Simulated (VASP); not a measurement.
A run of VASP 6.6.1 is set up as follows.

The input POSCAR:

```
AlN
1.0
    0.0000000000      2.0188684454      2.0188684454
    2.0188684454      0.0000000000      2.0188684454
    2.0188684454      2.0188684454      0.0000000000
Al N
1 1
Direct
    0.0000000000      0.0000000000      0.0000000000
    0.5000000000      0.5000000000      0.5000000000
```

Contents of INCAR.step1:

```
SYSTEM = AlN
ALGO     = Normal         ! electronic algorithm
EDIFF    = 1E-8           ! SCF threshold, eV
ENCUT    = 500            ! plane-wave cutoff, eV
GGA      = PE             ! functional
ISMEAR   = 0              ! smearing method
LASPH    = .TRUE.         ! aspherical terms in the spheres
LCHARG   = .FALSE.        ! write CHGCAR
LREAL    = .FALSE.        ! projectors in reciprocal space
LWAVE    = .TRUE.         ! write WAVECAR
NELM     = 100            ! most SCF steps
PREC     = Accurate       ! precision mode
SIGMA    = 0.01           ! smearing width, eV
```

File INCAR.step2:

```
SYSTEM = AlN
ALGO     = Exact          ! electronic algorithm
EDIFF    = 1E-8           ! SCF threshold, eV
ENCUT    = 500            ! plane-wave cutoff, eV
GGA      = PE             ! functional
ISMEAR   = 0              ! smearing method
ISTART   = 1            
LASPH    = .TRUE.         ! aspherical terms in the spheres
LCHARG   = .FALSE.        ! write CHGCAR
LOPTICS  = .TRUE.         ! frequency-dependent dielectric function
LREAL    = .FALSE.        ! projectors in reciprocal space
LWAVE    = .TRUE.         ! write WAVECAR
NBANDS   = 124            ! bands
NELM     = 1              ! most SCF steps
PREC     = Accurate       ! precision mode
SIGMA    = 0.01           ! smearing width, eV
```

The input INCAR.step3:

```
SYSTEM = AlN
ALGO     = EVGW0          ! electronic algorithm
EDIFF    = 1E-8           ! SCF threshold, eV
ENCUT    = 500            ! plane-wave cutoff, eV
ENCUTGW  = 150.0          ! cutoff of the response function
GGA      = PE             ! functional
ISMEAR   = 0              ! smearing method
ISTART   = 1            
LASPH    = .TRUE.         ! aspherical terms in the spheres
LCHARG   = .FALSE.        ! write CHGCAR
LREAL    = .FALSE.        ! projectors in reciprocal space
LWAVE    = .FALSE.        ! write WAVECAR
NBANDS   = 124            ! bands
NBANDSGW = 12           
NELMGW   = 1            
NOMEGA   = 48             ! frequency points
PREC     = Accurate       ! precision mode
PRECFOCK = Fast         
SIGMA    = 0.01           ! smearing width, eV
```

Contents of KPOINTS:

```
k-points
0
G
  4 4 4
  0 0 0
```

Potentials or basis: VASP PAW PBE potentials, release 64 (Al_GW, N_GW).

Run with:

```sh
$ cat potpaw_PBE.64/Al_GW/POTCAR potpaw_PBE.64/N_GW/POTCAR > POTCAR
$ cp INCAR.step1 INCAR
$ mpirun -np 1 vasp_std > vasp.out
$ cp INCAR.step2 INCAR
$ mpirun -np 1 vasp_std > vasp.out
$ cp INCAR.step3 INCAR
$ mpirun -np 1 vasp_std > vasp.out
```

(1) Predict the quasiparticle gap.

(2) Estimate the least direct quasiparticle gap.

(3) What does it give for the band gap on the k mesh, mean-field level?

## Answers

(1) 6.16 eV.

(2) 7.46 eV.

(3) 4.60 eV, indirect (least direct gap 5.73 eV).

Caveat: the k points lie up to 0.67 Å⁻¹ apart; bands, screening cutoff and mesh are small and nothing is extrapolated, so the quasiparticle values aren't converged.
